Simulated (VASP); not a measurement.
# LiCl (Fm-3m) in VASP: notebook

LiCl is run at these levels: PBEsol; tasks: single point.

Program: VASP 6.6.1. These are calculated values, not measurements. Logs are shortened: lines on timing, memory, paths and dates and some standing lists are left out, and cuts for length are marked.

### 1 The cell of the first run

Symmetry: Fm-3m, No. 225, cubic system. The conventional cell has a = 4.996 Å, b = 4.996 Å, c = 4.996 Å, α = 90.00°, β = 90.00°, γ = 90.00°. Within 3.3 Å of Li (site symmetry m-3m) lie 6 Cl at 2.50 Å. Within 3.3 Å of Cl (site symmetry m-3m) lie 6 Li at 2.50 Å.

### 2 Single point, PBEsol (15.59 Å³/atom)

INCAR

```
PREC = Accurate
ENCUT = 520
EDIFF = 1E-7
ISMEAR = 0
SIGMA = 0.05
LREAL = F
LASPH = T
NELM = 100
ALGO = Normal
ISIF = 2
LWAVE = F
LCHARG = T
GGA = PS
LELF = T
LVHAR = T
NBANDS = 12
```

KPOINTS

```
Automatic mesh
0
Gamma
  10 10 10
```

POSCAR

```
LiCl
1.0
    0.0000000000      2.4979290645      2.4979290645
    2.4979290645      0.0000000000      2.4979290645
    2.4979290645      2.4979290645      0.0000000000
Li Cl
1 1
Direct
    0.0000000000      0.0000000000      0.0000000000
    0.5000000000      0.5000000000      0.5000000000
```

Potentials or basis: VASP PAW PBE potentials, release 64 (Li_sv, Cl).

Launch:

```bash
$ cat potpaw_PBE.64/Li_sv/POTCAR potpaw_PBE.64/Cl/POTCAR > POTCAR
$ mpirun -np 1 vasp_std > vasp.out
```

OUTCAR:

```text
PREC = Accurate
   ENCUT = 520
   EDIFF = 1E-7
   ISMEAR = 0
   LREAL = F
   LASPH = T
   NELM = 100
   ISIF = 2
   GGA = PS

 ion  position               nearest neighbor table
   1  0.000  0.000  0.000-   2 2.50   2 2.50   2 2.50   2 2.50   2 2.50   2 2.50
   2  0.500  0.500  0.500-   1 2.50   1 2.50   1 2.50   1 2.50   1 2.50   1 2.50

  LATTYP: Found a face centered cubic cell.
 ALAT       =     4.9958581290

  Lattice vectors:

 A1 = (   0.0000000000,   2.4979290645,   2.4979290645)
 A2 = (   2.4979290645,   0.0000000000,   2.4979290645)
 A3 = (   2.4979290645,   2.4979290645,   0.0000000000)

Analysis of symmetry for initial positions (statically):
=====================================================================
 Subroutine PRICEL returns:
 Original cell was already a primitive cell.

 Routine SETGRP: Setting up the symmetry group for a
 face centered cubic supercell.

 Subroutine GETGRP returns: Found 48 space group operations
 (whereof 48 operations were pure point group operations)
 out of a pool of 48 trial point group operations.

The static configuration has the point symmetry O_h .

Analysis of symmetry for dynamics (positions and initial velocities):
=====================================================================
 Subroutine PRICEL returns:
 Original cell was already a primitive cell.

 Routine SETGRP: Setting up the symmetry group for a
 face centered cubic supercell.

 Subroutine GETGRP returns: Found 48 space group operations
 (whereof 48 operations were pure point group operations)
 out of a pool of 48 trial point group operations.

The dynamic configuration has the point symmetry O_h .

 Subroutine INISYM returns: Found 48 space group operations
 (whereof 48 operations are pure point group operations),
 and found     1 'primitive' translations

----------------------------------------------------------------------------------------

                                     Primitive cell

  volume of cell :      31.1724

  direct lattice vectors                    reciprocal lattice vectors
     0.000000000  2.497929065  2.497929065    -0.200165812  0.200165812  0.200165812
     2.497929065  0.000000000  2.497929065     0.200165812 -0.200165812  0.200165812
     2.497929065  2.497929065  0.000000000     0.200165812  0.200165812 -0.200165812

  length of vectors
     3.532605161  3.532605161  3.532605161     0.346697357  0.346697357  0.346697357

  position of ions in fractional coordinates (direct lattice)
     0.000000000  0.000000000  0.000000000
     0.500000000  0.500000000  0.500000000

  ion indices of the primitive-cell ions
   primitive index   ion index
                 1           1
                 2           2

----------------------------------------------------------------------------------------

 KPOINTS: Automatic mesh

Automatic generation of k-mesh.
 Grid dimensions read from file:
 generate k-points for:   10   10   10

 Generating k-lattice:

  Cartesian coordinates                     Fractional coordinates (reciprocal lattice)
    -0.020016581  0.020016581  0.020016581     0.100000000  0.000000000  0.000000000
     0.020016581 -0.020016581  0.020016581     0.000000000  0.100000000  0.000000000
     0.020016581  0.020016581 -0.020016581     0.000000000  0.000000000  0.100000000

  Length of vectors
     0.034669736  0.034669736  0.034669736

  Shift w.r.t. Gamma in fractional coordinates (k-lattice)
     0.000000000  0.000000000  0.000000000

 Subroutine IBZKPT returns following result:
 ===========================================

 Found     47 irreducible k-points:

 Following reciprocal coordinates:
            Coordinates               Weight
  0.000000  0.000000  0.000000      1.000000
  0.100000  0.000000  0.000000      8.000000
  0.200000  0.000000  0.000000      8.000000
  0.300000  0.000000  0.000000      8.000000
  0.400000  0.000000  0.000000      8.000000
  0.500000  0.000000  0.000000      4.000000
[... 16 lines left out ...]
  0.300000  0.300000  0.000000      6.000000
  0.400000  0.300000  0.000000     24.000000
 [... further k-points ...]
   k-points           NKPTS =     47   k-points in BZ     NKDIM =     47   number of bands    NBANDS=     12
   number of dos      NEDOS =    301   number of ions     NIONS =      2
   total plane-waves  NPLWV =  21952
   dimension x,y,z NGX =    28 NGY =   28 NGZ =   28
   dimension x,y,z NGXF=    56 NGYF=   56 NGZF=   56
   ions per type =               1   1
   NGX,Y,Z   is equivalent  to a cutoff of  13.18, 13.18, 13.18 a.u.
   NGXF,Y,Z  is equivalent  to a cutoff of  26.35, 26.35, 26.35 a.u.
 SYSTEM =  unknown system
   PREC   = accura    normal or accurate (medium, high low for compatibility)
   ISTART =      0    job   : 0-new  1-cont  2-samecut
   ICHARG =      2    charge: 1-file 2-atom 10-const
   ISPIN  =      1    spin polarized calculation?
   LNONCOLLINEAR =      F non collinear calculations
   LSORBIT =      F    spin-orbit coupling
   LASPH  =      T    aspherical Exc in radial PAW
   ENCUT  =  520.0 eV  38.22 Ry    6.18 a.u.   6.57  6.57  6.57*2*pi/ulx,y,z
   NELM   =    100;   NELMIN=  2; NELMDL= -5     # of ELM steps
   EDIFF  = 0.1E-06   stopping-criterion for ELM
   LREAL  =      F    real-space projection
   EDIFFG = 0.1E-05   stopping-criterion for IOM
   NSW    =      0    number of steps for IOM
   IBRION =     -1    ionic relax: 0-MD 1-quasi-New 2-CG
   NFREE  =      0    steps in history (QN), initial steepest desc. (CG)
   ISIF   =      2    stress and relaxation
   ISYM   =      2    0-nonsym 1-usesym 2-fastsym
   POTIM  = 0.5000    time-step for ionic-motion
   TEBEG  =    0.0;   TEEND  =   0.0 temperature during run
   PSTRESS=    0.0 pullay stress
   NELECT =      10.0000    total number of electrons
   NUPDOWN=      -1.0000    fix difference up-down
   EMIN   =  10.00;   EMAX   =-10.00  energy-range for DOS
   EFERMI =   0.00;   METHOD = LEGACY
   ISMEAR =     0;   SIGMA  =   0.05  broadening in eV -4-tet -1-fermi 0-gaus
   EFERMI_NEDOS =   21; number of points for ismear=-14 and -15
   IALGO  =     38    algorithm
   IMIX   =      4    mixing-type and parameters
     AMIX     =   0.40;   BMIX     =  1.00
     AMIX_MAG =   1.60;   BMIX_MAG =  1.00
  volume/ion in A,a.u.               =      15.59       105.18
  Fermi-wavevector in a.u.,A,eV,Ry     =   1.120688  2.117793 17.088124  1.255942
  Thomas-Fermi vector in A             =   2.257336
   LORBIT       =      0    0 simple, 1 ext, 2 COOP (PROOUT), +10 PAW based schemes
   GGA     = PS    functional components
   LHFCALC =     F    Hartree Fock is set to
   AEXX    =    0.0000 exact exchange contribution
   IVDW    =     0    specifies the selected vdW correction
   LEPSILON=     F    determine dielectric tensor
   LRPA    =     F    only Hartree local field effects (RPA)
 non-spin polarized calculation
 Gauss-broadening in eV      SIGMA  =   0.05
  energy-cutoff  :      520.00
  volume of cell :       31.17
 maximum number of plane-waves:       869
 NGX is ok and might be reduce to    28
   NGX = 13   NGY = 13   NGZ = 13

 number of electron      10.0000000 magnetization

 number of electron       9.9999991 magnetization

 Free energy of the ion-electron system (eV)
  ---------------------------------------------------
  ext. energy  EPLUGINS =         0.00000000
  ---------------------------------------------------
  free energy    TOTEN  =        -7.63268162 eV

  energy without entropy =       -7.63268162  energy(sigma->0) =       -7.63268162

 E-fermi :   1.4450     XC(G=0):  -9.2593

 val. band max:        1.1614247318   @ k =  -0.1000   0.1000   0.0000
 cond. band min:       7.7724609935   @ k =   0.0000   0.0000   0.0000
 fundamental gap:      6.6110362617
 Fermi energy:         1.4449596506

 k-point     1 :       0.0000    0.0000    0.0000
  band No.  band energies     occupation
      1     -41.5372      2.00000
      2     -12.5327      2.00000
      3       1.1602      2.00000
      4       1.1602      2.00000
      5       1.1602      2.00000
      6       7.7725      0.00000
      7      13.0297      0.00000
      8      13.0297      0.00000
      9      13.0297      0.00000
     10      15.9578      0.00000
     11      15.9581      0.00000
     12      16.0339      0.00000

 k-point     2 :       0.1000    0.0000    0.0000
  band No.  band energies     occupation
      1     -41.5367      2.00000
      2     -12.4741      2.00000
      3       0.7583      2.00000
      4       1.1284      2.00000
      5       1.1284      2.00000
      6       8.1016      0.00000
      7      12.4453      0.00000
      8      13.0662      0.00000
      9      13.0662      0.00000
     10      14.5070      0.00000
     11      14.5070      0.00000
     12      16.3732      0.00000

 k-point     3 :       0.2000    0.0000    0.0000
  band No.  band energies     occupation
      1     -41.5354      2.00000
      2     -12.3139      2.00000
      3      -0.1474      2.00000
      4       1.0486      2.00000
      5       1.0486      2.00000
      6       8.5172      0.00000
      7      12.0714      0.00000
      8      12.3413      0.00000
      9      12.3413      0.00000
     10      14.6649      0.00000
     11      14.6649      0.00000
     12      16.8323      0.00000
[... 286 lines left out ...]
 k-point    23 :       0.3000    0.3000    0.0000
  band No.  band energies     occupation
      1     -41.5330      2.00000
      2     -11.9277      2.00000
      3      -1.0592      2.00000
      4       0.2761      2.00000
      5       0.2761      2.00000
      6       9.8664      0.00000
      7       9.9829      0.00000
      8      11.5304      0.00000
      9      14.3004      0.00000
     10      14.3004      0.00000
     11      17.4020      0.00000
     12      20.1028      0.00000

 k-point    24 :       0.4000    0.3000    0.0000
  band No.  band energies     occupation
      1     -41.5321      2.00000
      2     -11.7653      2.00000
      3      -1.5156      2.00000
      4       0.0050      2.00000
      5       0.1576      2.00000
      6       9.5277      0.00000
      7       9.9608      0.00000
      8      12.0813      0.00000
      9      14.0933      0.00000
     10      15.1356      0.00000
     11      18.4631      0.00000
     12      20.5392      0.00000

 [... further k-points ...]
[... 5 lines left out ...]
  --------------------------------------------------------------------------------------
  -------------------------------------------------------------------------------------
  Total        0.2903384      0.2903384      0.2903384     -0.0000000      0.0000000      0.0000000
  in kB       14.9226105     14.9226105     14.9226105     -0.0000000      0.0000000      0.0000000
  external PRESSURE =      14.9226105 kB  Pullay stress =       0.0000000 kB

 VOLUME and BASIS-vectors are now :
 -----------------------------------------------------------------------------
  energy-cutoff  :      520.00
  volume of cell :       31.17
      direct lattice vectors                 reciprocal lattice vectors
     0.000000000  2.497929065  2.497929065    -0.200165812  0.200165812  0.200165812
     2.497929065  0.000000000  2.497929065     0.200165812 -0.200165812  0.200165812
     2.497929065  2.497929065  0.000000000     0.200165812  0.200165812 -0.200165812

 POSITION                                       TOTAL-FORCE (eV/Angst)
 -----------------------------------------------------------------------------------
      0.00000      0.00000      0.00000        -0.000000     -0.000000     -0.000000
      2.49793      2.49793      2.49793         0.000000      0.000000      0.000000
 -----------------------------------------------------------------------------------
    total drift:                                0.000000      0.000000      0.000000

  FREE ENERGIE OF THE ION-ELECTRON SYSTEM (eV)
  ---------------------------------------------------
  free  energy   TOTEN  =        -7.6326816215 eV

  energy  without entropy=       -7.6326816215  energy(sigma->0) =       -7.63268162
```

It took 12 s on 1 thread of AMD EPYC 9R45 (Zen 5), shared host; peak memory 0.12 GiB.

What came out:

* Free energy: -7.6327 eV
* Band gap on the k mesh: 6.61 eV

Levels at points of the mesh, in eV from the valence-band top:
| k point | band 3 | band 4 | band 5 | band 6 | band 7 | band 8 |
| --- | --- | --- | --- | --- | --- | --- |
| (0.00, 0.00, 0.00) | 0.00 | 0.00 | 0.00 | 6.61 | 11.87 | 11.87 |
| (0.50, 0.00, 0.00) | -3.21 | -0.30 | -0.30 | 6.63 | 9.41 | 9.41 |
| (0.50, 0.50, 0.00) | -3.35 | -1.28 | -1.28 | 7.94 | 7.96 | 12.96 |

Caveat: the cutoff is under 1.25 times the usual one of these potentials, so pressure, stress and relaxed cells hold a basis-set (Pulay) error; the PAW data sets were made with another functional, which shifts forces and pressure a little. A hybrid or GW would open this gap; PBEsol tends to underestimate it.

[end of part 1 of 2]
